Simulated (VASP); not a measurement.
# GeSb4Te7 (P-3m1) in VASP: further runs, part 2 of 2

VASP 6.6.1. Earlier steps stand in the parts before.

### 4 Single point, PBEsol

Input file INCAR:

```
SYSTEM = GeSb4Te7
PREC = Accurate ; ENCUT = 520
EDIFF = 1E-6 ; ISMEAR = 0
SIGMA = 0.1 ; LREAL = .FALSE.
LASPH = .TRUE. ; NELM = 80
ALGO = Normal ; ISIF = 2
LWAVE = .FALSE. ; LCHARG = .FALSE.
GGA = PS ; NBANDS = 50
```

Input file KPOINTS:

```
regular mesh
0
G
  6 6 1
  0 0 0
```

Input file POSCAR:

```
GeSb4Te7
1.0
    4.1807504819      0.0000000000      0.0000000000
   -2.0903752410      3.6206361242      0.0000000000
    0.0000000000      0.0000000000     22.6812222935
Ge Sb Te
1 4 7
Direct
    0.0000000000      0.0000000000      0.5000000000
    0.6666666667      0.3333333333      0.9146819957
    0.3333333333      0.6666666667      0.3427713227
    0.3333333333      0.6666666667      0.0853180043
    0.6666666667      0.3333333333      0.6572286773
    0.3333333333      0.6666666667      0.8386994972
    0.6666666667      0.3333333333      0.1613005028
    0.0000000000      0.0000000000      0.7329922269
    0.6666666667      0.3333333333      0.4285776904
    0.3333333333      0.6666666667      0.5714223096
    0.0000000000      0.0000000000      0.0000000000
    0.0000000000      0.0000000000      0.2670077731
```

Potentials or basis: VASP PAW PBE potentials, release 64 (Ge_d, Sb, Te).

Run with:

```
cat potpaw_PBE.64/Ge_d/POTCAR potpaw_PBE.64/Sb/POTCAR potpaw_PBE.64/Te/POTCAR > POTCAR
mpirun -np 1 vasp_std > vasp.out
```

OUTCAR:

```text
SYSTEM = GeSb4Te7
   PREC = Accurate
   ENCUT = 520
   EDIFF = 1E-6
   ISMEAR = 0
   LREAL = .FALSE.
   LASPH = .TRUE.
   NELM = 80
   ISIF = 2
   GGA = PS

 ion  position               nearest neighbor table
   1  0.000  0.000  0.500-   9 2.91  10 2.91   9 2.91  10 2.91   9 2.91  10 2.91
   2  0.667  0.333  0.915-   6 2.97   6 2.97   6 2.97  11 3.09  11 3.09  11 3.09
   3  0.333  0.667  0.343-  12 2.96  12 2.96  12 2.96   9 3.10   9 3.10   9 3.10
   4  0.333  0.667  0.085-   7 2.97   7 2.97   7 2.97  11 3.09  11 3.09  11 3.09
   5  0.667  0.333  0.657-   8 2.96   8 2.96   8 2.96  10 3.10  10 3.10  10 3.10
   6  0.333  0.667  0.839-   2 2.97   2 2.97   2 2.97   8 3.40   8 3.40   8 3.40
   7  0.667  0.333  0.161-   4 2.97   4 2.97   4 2.97  12 3.40  12 3.40  12 3.40
   8  0.000  0.000  0.733-   5 2.96   5 2.96   5 2.96   6 3.40   6 3.40   6 3.40
   9  0.667  0.333  0.429-   1 2.91   1 2.91   1 2.91   3 3.10   3 3.10   3 3.10
  10  0.333  0.667  0.571-   1 2.91   1 2.91   1 2.91   5 3.10   5 3.10   5 3.10
  11  0.000  0.000  0.000-   2 3.09   4 3.09   2 3.09   4 3.09   2 3.09   4 3.09
  12  0.000  0.000  0.267-   3 2.96   3 2.96   3 2.96   7 3.40   7 3.40   7 3.40

  LATTYP: Found a hexagonal cell.
 ALAT       =     4.1807504819
 C/A-ratio  =     5.4251556967

  Lattice vectors:

 A1 = (   4.1807504819,   0.0000000000,   0.0000000000)
 A2 = (  -2.0903752410,   3.6206361242,   0.0000000000)
 A3 = (   0.0000000000,   0.0000000000,  22.6812222935)

Analysis of symmetry for initial positions (statically):
=====================================================================
 Subroutine PRICEL returns:
 Original cell was already a primitive cell.

 Routine SETGRP: Setting up the symmetry group for a
 hexagonal supercell.

 Subroutine GETGRP returns: Found 12 space group operations
 (whereof 12 operations were pure point group operations)
 out of a pool of 24 trial point group operations.

The static configuration has the point symmetry D_3d.

Analysis of symmetry for dynamics (positions and initial velocities):
=====================================================================
 Subroutine PRICEL returns:
 Original cell was already a primitive cell.

 Routine SETGRP: Setting up the symmetry group for a
 hexagonal supercell.

 Subroutine GETGRP returns: Found 12 space group operations
 (whereof 12 operations were pure point group operations)
 out of a pool of 24 trial point group operations.

The dynamic configuration has the point symmetry D_3d.

 Subroutine INISYM returns: Found 12 space group operations
 (whereof 12 operations are pure point group operations),
 and found     1 'primitive' translations

----------------------------------------------------------------------------------------

                                     Primitive cell

  volume of cell :     343.3251

  direct lattice vectors                    reciprocal lattice vectors
     4.180750482  0.000000000  0.000000000     0.239191505  0.138097280  0.000000000
    -2.090375241  3.620636124  0.000000000     0.000000000  0.276194560  0.000000000
     0.000000000  0.000000000 22.681222293     0.000000000  0.000000000  0.044089335

  length of vectors
     4.180750482  4.180750482 22.681222293     0.276194560  0.276194560  0.044089335

[... 66 lines left out ...]
   total plane-waves  NPLWV = 184320
   dimension x,y,z NGX =    32 NGY =   32 NGZ =  180
   dimension x,y,z NGXF=    64 NGYF=   64 NGZF=  360
   ions per type =               1   4   7
   NGX,Y,Z   is equivalent  to a cutoff of  12.72, 12.72, 13.19 a.u.
   NGXF,Y,Z  is equivalent  to a cutoff of  25.45, 25.45, 26.39 a.u.
 SYSTEM =  GeSb4Te7
   PREC   = accura    normal or accurate (medium, high low for compatibility)
   ISTART =      0    job   : 0-new  1-cont  2-samecut
   ICHARG =      2    charge: 1-file 2-atom 10-const
   ISPIN  =      1    spin polarized calculation?
   LNONCOLLINEAR =      F non collinear calculations
   LSORBIT =      F    spin-orbit coupling
   LASPH  =      T    aspherical Exc in radial PAW
   ENCUT  =  520.0 eV  38.22 Ry    6.18 a.u.   7.77  7.77 42.17*2*pi/ulx,y,z
   NELM   =     80;   NELMIN=  2; NELMDL= -5     # of ELM steps
   EDIFF  = 0.1E-05   stopping-criterion for ELM
   LREAL  =      F    real-space projection
   EDIFFG = 0.1E-04   stopping-criterion for IOM
   NSW    =      0    number of steps for IOM
   IBRION =     -1    ionic relax: 0-MD 1-quasi-New 2-CG
   NFREE  =      0    steps in history (QN), initial steepest desc. (CG)
   ISIF   =      2    stress and relaxation
   ISYM   =      2    0-nonsym 1-usesym 2-fastsym
   POTIM  = 0.5000    time-step for ionic-motion
   TEBEG  =    0.0;   TEEND  =   0.0 temperature during run
   PSTRESS=    0.0 pullay stress
   NELECT =      76.0000    total number of electrons
   NUPDOWN=      -1.0000    fix difference up-down
   EMIN   =  10.00;   EMAX   =-10.00  energy-range for DOS
   EFERMI =   0.00;   METHOD = LEGACY
   ISMEAR =     0;   SIGMA  =   0.10  broadening in eV -4-tet -1-fermi 0-gaus
   EFERMI_NEDOS =   21; number of points for ismear=-14 and -15
   IALGO  =     38    algorithm
   IMIX   =      4    mixing-type and parameters
     AMIX     =   0.40;   BMIX     =  1.00
     AMIX_MAG =   1.60;   BMIX_MAG =  1.00
  volume/ion in A,a.u.               =      28.61       193.07
  Fermi-wavevector in a.u.,A,eV,Ry     =   0.990324  1.871442 13.343812  0.980743
  Thomas-Fermi vector in A             =   2.121987
   LORBIT       =      0    0 simple, 1 ext, 2 COOP (PROOUT), +10 PAW based schemes
   GGA     = PS    functional components
   LHFCALC =     F    Hartree Fock is set to
   AEXX    =    0.0000 exact exchange contribution
   IVDW    =     0    specifies the selected vdW correction
   LEPSILON=     F    determine dielectric tensor
   LRPA    =     F    only Hartree local field effects (RPA)
 non-spin polarized calculation
 Gauss-broadening in eV      SIGMA  =   0.10
  energy-cutoff  :      520.00
  volume of cell :      343.33
 maximum number of plane-waves:      9294
 NGX is ok and might be reduce to    32
   NGX = 15   NGY = 15   NGZ = 85

 number of electron      75.9999991 magnetization

 Free energy of the ion-electron system (eV)
  ---------------------------------------------------
  ext. energy  EPLUGINS =         0.00000000
  ---------------------------------------------------
  free energy    TOTEN  =       -49.12060123 eV

  energy without entropy =      -49.11851362  energy(sigma->0) =      -49.11955742

 E-fermi :   7.6786     XC(G=0):  -9.9177

 val. band max:        7.5282803010   @ k =   0.1667   0.0000   0.0000
 cond. band min:       7.7969575742   @ k =   0.0000   0.0000   0.0000
 fundamental gap:      0.2686772731
 Fermi energy:         7.6785533952

 k-point     1 :       0.0000    0.0000    0.0000
  band No.  band energies     occupation
      1     -17.3100      2.00000
      2     -17.3100      2.00000
      3     -17.2987      2.00000
      4     -17.2987      2.00000
      5     -17.2967      2.00000
      6      -6.3542      2.00000
[... 360 lines left out ...]
     49      11.5429      0.00000
     50      11.5429      0.00000

------------------------ aborting loop because EDIFF is reached ----------------------------------------

  FORCE on cell =-STRESS in cart. coord.  units (eV):
  Direction    XX          YY          ZZ          XY          YZ          ZX
  --------------------------------------------------------------------------------------
  -------------------------------------------------------------------------------------
  Total        7.1945321      7.1945321      7.1902614     -0.0000000      0.0000000      0.0000000
  in kB       33.5743453     33.5743453     33.5544155     -0.0000000      0.0000000      0.0000000
  external PRESSURE =      33.5677020 kB  Pullay stress =       0.0000000 kB

 VOLUME and BASIS-vectors are now :
 -----------------------------------------------------------------------------
  energy-cutoff  :      520.00
  volume of cell :      343.33
      direct lattice vectors                 reciprocal lattice vectors
     4.180750482  0.000000000  0.000000000     0.239191505  0.138097280  0.000000000
    -2.090375241  3.620636124  0.000000000     0.000000000  0.276194560  0.000000000
     0.000000000  0.000000000 22.681222293     0.000000000  0.000000000  0.044089335

 POSITION                                       TOTAL-FORCE (eV/Angst)
 -----------------------------------------------------------------------------------
      0.00000      0.00000     11.34061        -0.000000      0.000000      0.000000
      2.09038      1.20688     20.74611         0.000000     -0.000000      0.035722
     -0.00000      2.41376      7.77447        -0.000000      0.000000      0.037654
     -0.00000      2.41376      1.93512        -0.000000      0.000000     -0.035722
      2.09038      1.20688     14.90675         0.000000     -0.000000     -0.037654
     -0.00000      2.41376     19.02273         0.000000      0.000000     -0.039115
      2.09038      1.20688      3.65849        -0.000000     -0.000000      0.039115
      0.00000      0.00000     16.62516         0.000000     -0.000000      0.039906
      2.09038      1.20688      9.72067         0.000000     -0.000000     -0.007678
     -0.00000      2.41376     12.96056        -0.000000      0.000000      0.007678
      0.00000      0.00000      0.00000        -0.000000      0.000000      0.000000
      0.00000      0.00000      6.05606        -0.000000      0.000000     -0.039906
 -----------------------------------------------------------------------------------
    total drift:                                0.000000     -0.000000     -0.000000

  FREE ENERGIE OF THE ION-ELECTRON SYSTEM (eV)
  ---------------------------------------------------
  free  energy   TOTEN  =       -49.1206012320 eV

  energy  without entropy=      -49.1185136165  energy(sigma->0) =      -49.11955742
```

It took 4.2 min on 1 thread of Oxide Virtual Turin-like, shared host; peak memory 0.46 GiB.

Results:

| Property | Result |
| --- | --- |
| Free energy | -49.1206 eV |
| Pressure | 3.4 GPa |
| Largest force | 0.040 eV/Å |
| Band gap on the k mesh | 0.27 eV (least direct gap 0.28 eV) |

Forces in eV/Å, atoms in the order of the input:
```
Ge   0.000  0.000  0.000
Sb   0.000  0.000  0.036
Sb   0.000  0.000  0.038
Sb   0.000  0.000 -0.036
Sb   0.000  0.000 -0.038
Te   0.000  0.000 -0.039
Te   0.000  0.000  0.039
Te   0.000  0.000  0.040
Te   0.000  0.000 -0.008
Te   0.000  0.000  0.008
Te   0.000  0.000  0.000
Te   0.000  0.000 -0.040
```

Caveat: the cell stands under pressure; semilocal functionals underestimate gaps, and a narrow one can read as zero; the PAW data sets were made with another functional, which shifts forces and pressure a little; spin-orbit coupling is left out, which moves the levels of the heavy elements. A k mesh can miss the band edges.

### 5 Relaxation of cell and atoms, PBEsol, target pressure 3.3 GPa, at which the enthalpy is minimised

Input file INCAR:

```
SYSTEM = GeSb4Te7
PREC = Accurate ; ENCUT = 600
EDIFF = 1E-6 ; ISMEAR = 0
SIGMA = 0.1 ; LREAL = .FALSE.
LASPH = .TRUE. ; NELM = 60
ALGO = Normal ; ISIF = 3
LWAVE = .FALSE. ; LCHARG = .FALSE.
GGA = PS ; IBRION = 2
NSW = 80 ; EDIFFG = -0.05
PSTRESS = 33.0
```

KPOINTS is that of step 4.

POSCAR is that of step 4.

Run with:

```
cat potpaw_PBE.64/Ge_d/POTCAR potpaw_PBE.64/Sb/POTCAR potpaw_PBE.64/Te/POTCAR > POTCAR
mpirun -np 1 vasp_std > vasp.out
```

Wall time 4.6 min (1 thread of Oxide Virtual Turin-like, shared host); peak memory 0.53 GiB.

The run converged. Its results:

| Item | Value |
| --- | --- |
| Free energy | -49.1208 eV |
| Pressure after relaxing | 3.4 GPa |
| Largest force after relaxing | 0.040 eV/Å |
| Band gap on the k mesh | 0.27 eV (least direct gap 0.28 eV) |

Forces on the atoms (eV/Å):
```
Ge   0.000  0.000  0.000
Sb   0.000  0.000  0.036
Sb   0.000  0.000  0.038
Sb   0.000  0.000 -0.036
Sb   0.000  0.000 -0.038
Te   0.000  0.000 -0.039
Te   0.000  0.000  0.039
Te   0.000  0.000  0.040
Te   0.000  0.000 -0.008
Te   0.000  0.000  0.008
Te   0.000  0.000  0.000
Te   0.000  0.000 -0.040
```

Final structure:
```
CELL_PARAMETERS angstrom
4.18075 0.00000 0.00000
-2.09038 3.62064 0.00000
0.00000 0.00000 22.68122
ATOMIC_POSITIONS crystal
Ge 0.00000 0.00000 0.50000
Sb 0.66667 0.33333 0.91468
Sb 0.33333 0.66667 0.34277
Sb 0.33333 0.66667 0.08532
Sb 0.66667 0.33333 0.65723
Te 0.33333 0.66667 0.83870
Te 0.66667 0.33333 0.16130
Te 0.00000 0.00000 0.73299
Te 0.66667 0.33333 0.42858
Te 0.33333 0.66667 0.57142
Te 0.00000 0.00000 0.00000
Te 0.00000 0.00000 0.26701
```

Levels at points of the mesh, in eV from the valence-band top:
```csv
k point,band 34,band 35,band 36,band 37,band 38,band 39,band 40,band 41,band 42,band 43
"(0.00, 0.00, 0.00)",-1.37,-1.16,-1.14,-0.24,-0.01,0.27,0.27,0.32,0.32,0.65
"(0.50, 0.00, 0.00)",-1.92,-1.67,-1.67,-0.98,-0.96,0.83,0.87,0.89,0.90,1.20
```

Caveat: the relaxation stopped at its first step, so nothing moved; the cell is relaxed towards a set pressure, so the run minimises the enthalpy, not the energy; semilocal functionals underestimate gaps, and a narrow one can read as zero; the PAW data sets were made with another functional, which shifts forces and pressure a little; spin-orbit coupling is left out, which moves the levels of the heavy elements; the relaxation stopped at a loose force limit of 0.05 eV/Å, so its end isn't a converged minimum. A k mesh can miss the band edges.

### 6 Relaxation of cell and atoms, PBEsol, target pressure 3.3 GPa, at which the enthalpy is minimised

This run uses another cell than the first one, of 32.71 Å³/atom.

Input file INCAR:

```
SYSTEM = GeSb4Te7
PREC = Accurate
ENCUT = 600
EDIFF = 1E-6
ISMEAR = 0
SIGMA = 0.1
LREAL = .FALSE.
LASPH = .TRUE.
NELM = 100
ALGO = Normal
ISIF = 3
LWAVE = .FALSE.
LCHARG = .FALSE.
GGA = PS
IBRION = 2
NSW = 80
EDIFFG = -0.05
PSTRESS = 33.0
```

Input file KPOINTS:

```
Automatic mesh
0
G
  6 6 1
  0 0 0
```

Input file POSCAR:

```
GeSb4Te7
1.0
    4.2893002584      0.0000000000      0.0000000000
   -2.1446501292      3.7146429882      0.0000000000
    0.0000000000      0.0000000000     24.6377784500
Ge Sb Te
1 4 7
Direct
    0.0000000000      0.0000000000      0.5000000000
    0.6666666700      0.3333333300      0.9188986200
    0.3333333300      0.6666666700      0.3497515000
    0.3333333300      0.6666666700      0.0811013800
    0.6666666700      0.3333333300      0.6502485000
    0.3333333300      0.6666666700      0.8497318700
    0.6666666700      0.3333333300      0.1502681300
    0.0000000000      0.0000000000      0.7189782900
    0.6666666700      0.3333333300      0.4313943000
    0.3333333300      0.6666666700      0.5686057000
    0.0000000000      0.0000000000      0.0000000000
    0.0000000000      0.0000000000      0.2810217100
```

Potentials or basis: VASP PAW PBE potentials, release 64 (Ge_d, Sb, Te).

Run with:

```
cat potpaw_PBE.64/Ge_d/POTCAR potpaw_PBE.64/Sb/POTCAR potpaw_PBE.64/Te/POTCAR > POTCAR
mpirun -np 1 vasp_std > vasp.out
```

Run time: 58 min. Hardware: 1 thread of Oxide Virtual Turin-like, shared host; peak memory 0.67 GiB.

Results (log left out):

```yaml
Free_energy: -49.1298 eV
Relaxed_volume: 28.65 Å³/atom
Relaxed_cell: a = 4.178 Å, b = 4.178 Å, c = 22.749 Å, α = 90.00°, β = 90.00°, γ = 120.00°
Space_group_after_relaxing_to_0.1_Å: P-3m1 (No. 164)
Energy_change_on_relaxing_the_run_minimises_the_enthalpy: +3.3 meV/atom
Ionic_steps: 19
Pressure_after_relaxing: 3.2 GPa
Largest_force_after_relaxing: 0.042 eV/Å
Band_gap_on_the_k_mesh: 0.25 eV (least direct gap 0.27 eV)
```

Forces on the atoms (eV/Å):
```
Ge   0.000  0.000  0.000
Sb   0.000  0.000  0.016
Sb   0.000  0.000 -0.032
Sb   0.000  0.000 -0.016
Sb   0.000  0.000  0.032
Te   0.000  0.000  0.042
Te   0.000  0.000 -0.042
Te   0.000  0.000  0.037
Te   0.000  0.000 -0.012
Te   0.000  0.000  0.012
Te   0.000  0.000  0.000
Te   0.000  0.000 -0.037
```

Stress tensor (GPa, compression positive):
```
3.22 0.00 0.00
0.00 3.22 0.00
0.00 0.00 3.03
```

The path:
| step | energy change (eV) | largest force (eV/Å) | pressure (GPa) | volume (Å³) |
| --- | --- | --- | --- | --- |
| 1 | 0.0000 | 0.1147 | -1.61 | 392.56 |
| 2 | 0.8581 | 1.3253 | 7.99 | 338.28 |
| 3 | 0.1297 | 0.7293 | 3.30 | 359.58 |
| 4 | 0.1064 | 0.5012 | 3.30 | 356.42 |
| 5 | 0.1487 | 0.4602 | 3.40 | 352.47 |
| 6 | 0.1052 | 0.4092 | 3.17 | 351.90 |
| 7 | 0.0340 | 0.3393 | 2.62 | 350.08 |
| 8 | 0.2057 | 0.9688 | 2.43 | 345.96 |
| 9 | 0.0352 | 0.5049 | 2.49 | 349.01 |
| 10 | 0.1307 | 0.4925 | 3.72 | 342.68 |
| 11 | 0.1534 | 0.4901 | 3.92 | 341.54 |
| 12 | 0.1181 | 0.3326 | 3.75 | 341.63 |
| 13 | 0.0926 | 0.0721 | 3.53 | 341.81 |
| 14 | 0.0927 | 0.0753 | 3.55 | 341.79 |
| 15 | 0.0389 | 0.0924 | 2.95 | 344.22 |
| 16 | 0.0467 | 0.0867 | 3.14 | 343.84 |
| 17 | 0.0525 | 0.0668 | 3.25 | 343.36 |
| 18 | 0.0639 | 0.0561 | 3.42 | 342.71 |
| 19 | 0.0393 | 0.0419 | 3.16 | 343.84 |

Final structure:
```cif
data_structure
_symmetry_space_group_name_H-M 'P 1'
_symmetry_Int_Tables_number 1
_cell_length_a 4.1777
_cell_length_b 4.1777
_cell_length_c 22.7487
_cell_angle_alpha 90.000
_cell_angle_beta 90.000
_cell_angle_gamma 120.000
_cell_volume 343.84
loop_
_atom_site_label
_atom_site_type_symbol
_atom_site_fract_x
_atom_site_fract_y
_atom_site_fract_z
_atom_site_occupancy
Ge1 Ge 0.00000 0.00000 0.50000 1
Sb1 Sb 0.66667 0.33333 0.91412 1
Sb2 Sb 0.33333 0.66667 0.34407 1
Sb3 Sb 0.33333 0.66667 0.08588 1
Sb4 Sb 0.66667 0.33333 0.65593 1
Te1 Te 0.33333 0.66667 0.83766 1
Te2 Te 0.66667 0.33333 0.16234 1
Te3 Te 0.00000 0.00000 0.73171 1
Te4 Te 0.66667 0.33333 0.42920 1
Te5 Te 0.33333 0.66667 0.57080 1
Te6 Te 0.00000 0.00000 0.00000 1
Te7 Te 0.00000 0.00000 0.26829 1
```

Levels at points of the mesh, in eV from the valence-band top:
```tsv
k point	band 35	band 36	band 37	band 38	band 39	band 40	band 41	band 42
(0.00, 0.00, 0.00)	-1.14	-1.14	-0.22	-0.01	0.25	0.25	0.35	0.35
(0.50, 0.00, 0.00)	-1.68	-1.64	-0.98	-0.97	0.81	0.87	0.89	0.90
```

Caveat: the cell is relaxed towards a set pressure, so the run minimises the enthalpy, not the energy; semilocal functionals underestimate gaps, and a narrow one can read as zero; the PAW data sets were made with another functional, which shifts forces and pressure a little; spin-orbit coupling is left out, which moves the levels of the heavy elements; the relaxation stopped at a loose force limit of 0.05 eV/Å, so its end isn't a converged minimum. A k mesh can miss the band edges.

### 7 The runs side by side

```tsv
task	cell	k mesh	cutoff (eV)	smearing	gap on the mesh (eV)	pressure (GPa)	largest force (eV/Å)
single point	a = 4.173, b = 4.173, c = 22.751 Å, angles 90.0, 90.0, 120.0°, 12 atoms, atomic positions A	12 × 12 × 2	520	gaussian 0.01 eV	none	3.4	0.04
single point	a = 4.181, b = 4.181, c = 22.681 Å, angles 90.0, 90.0, 120.0°, 12 atoms, atomic positions B	6 × 6 × 1	520	gaussian 0.1 eV	0.27	3.4	0.04
relaxation of cell and atoms	relaxed to 3.3 GPa from a = 4.181, b = 4.181, c = 22.681 Å, angles 90.0, 90.0, 120.0°, 12 atoms, atomic positions B	6 × 6 × 1	600	gaussian 0.1 eV	0.27	3.4	0.04
relaxation of cell and atoms	relaxed to 3.3 GPa from a = 4.289, b = 4.289, c = 24.638 Å, angles 90.0, 90.0, 120.0°, 12 atoms, atomic positions C	6 × 6 × 1	600	gaussian 0.1 eV	0.25	3.2	0.04
```

Alike in all rows: level PBEsol; potentials or basis VASP PAW PBE potentials, release 64 (Ge_d, Sb, Te); no spin polarisation.

Caveats: the PAW data sets were made with another functional, which shifts forces and pressure a little; spin-orbit coupling is left out, which moves the levels of the heavy elements; semilocal functionals underestimate gaps, and a narrow one can read as zero (at least some runs); the cell stands under pressure (at least some runs); the cell is relaxed towards a set pressure, so the run minimises the enthalpy, not the energy (at least some runs); the relaxation stopped at a loose force limit of 0.05 eV/Å, so its end isn't a converged minimum (at least some runs); the relaxation stopped at its first step, so nothing moved (at least some runs).

Total energies depend on the potentials used, so only differences within one code and one set of settings carry meaning.
